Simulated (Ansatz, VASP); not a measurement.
# Two plane-wave programs on MgO

INCAR

```
SYSTEM = MgO
ALGO = Normal ; EDIFF = 1E-6
ENCUT = 520 ; GGA = PS
ISIF = 2 ; ISMEAR = 0
LASPH = .True. ; LCHARG = .False.
LREAL = .False. ; LWAVE = .False.
NBANDS = 26 ; NELM = 60
PREC = Accurate ; SIGMA = 0.05
```

File KPOINTS:

```
k-points
0
Gamma
  6 6 6
  0 0 0
```

POSCAR

```
MgO
1.0
    4.2149416169      0.0000000000      0.0000000000
    0.0000000000     -4.2149416169      0.0000000000
    0.0000000000      0.0000000000     -4.2149416169
Mg O
4 4
Direct
   -0.0177827656      0.0177827656      0.0000000000
    0.5000000000      0.5000000000      0.0000000000
    0.5000000000      0.0000000000      0.5000000000
    0.0000000000      0.5000000000      0.5000000000
    0.5000000000      0.0000000000      0.0000000000
    0.0000000000      0.5000000000      0.0000000000
    0.0000000000      0.0000000000      0.5000000000
    0.5000000000      0.5000000000      0.5000000000
```

Input for Ansatz:

```yaml
crystal:
  lattice:
    - [4.2149416169, 0.0, 0.0]
    - [0.0, -4.2149416169, 0.0]
    - [0.0, 0.0, -4.2149416169]
  atoms:
    - { symbol: Mg, position: [-0.0177827656, 0.0177827656, 0.0] }
    - { symbol: Mg, position: [0.5, 0.5, 0.0] }
    - { symbol: Mg, position: [0.5, 0.0, 0.5] }
    - { symbol: Mg, position: [0.0, 0.5, 0.5] }
    - { symbol: O, position: [0.5, 0.0, 0.0] }
    - { symbol: O, position: [0.0, 0.5, 0.0] }
    - { symbol: O, position: [0.0, 0.0, 0.5] }
    - { symbol: O, position: [0.5, 0.5, 0.5] }
basis:
  ecutwfc: 420
kpoints:
  mp_grid: { grid: [6, 6, 6] }
hamiltonian:
  xc: pbesol
  pseudopotentials: { kind: paw, azcp: { folder: soft_1 } }
scf:
  occupations: { method: gaussian, width: 0.05 }
output:
  forces: true
  stress: true
  eigenvalues: true
```

Alike in both runs: task single point; functional PBEsol; k mesh 6 × 6 × 6; occupations gaussian, width 0.05 eV; no spin polarisation.

|  | VASP | Ansatz |
| --- | --- | --- |
| version | VASP 6.6.1 | Ansatz 0.2.0 |
| potentials or method | VASP PAW PBE potentials, release 64 (Mg, O), cutoff 520 eV | scalar-relativistic, plane waves, PAW |
| valence electrons in the cell | 32 | 64 |

VASP gave:

* gap on the k mesh at the Fermi level (eV): 4.61
* least direct gap on the mesh (eV): 4.61
* pressure (GPa): -0.3
* traceless stress, the component that is largest in VASP (GPa): -0.31
* rms of the force components (eV/Å): 0.240

Question: Estimate Ansatz's values.

Answer: gap on the k mesh at the Fermi level (eV): 4.62; least direct gap on the mesh (eV): 4.62; pressure (GPa): 0.3; traceless stress, the component that is largest in VASP (GPa): -0.31; rms of the force components (eV/Å): 0.238.

VASP's potentials were made for PBE, not for PBEsol, and Ansatz warns of the same on its side. Atom by atom the forces differ by 0.003 eV/Å (rms over components). With one functional, cell and mesh, what is left measures potentials, basis and numerics. VASP's potentials hold 32 valence electrons a cell and Ansatz's 64, so a difference there can come from the potentials and not from the codes.
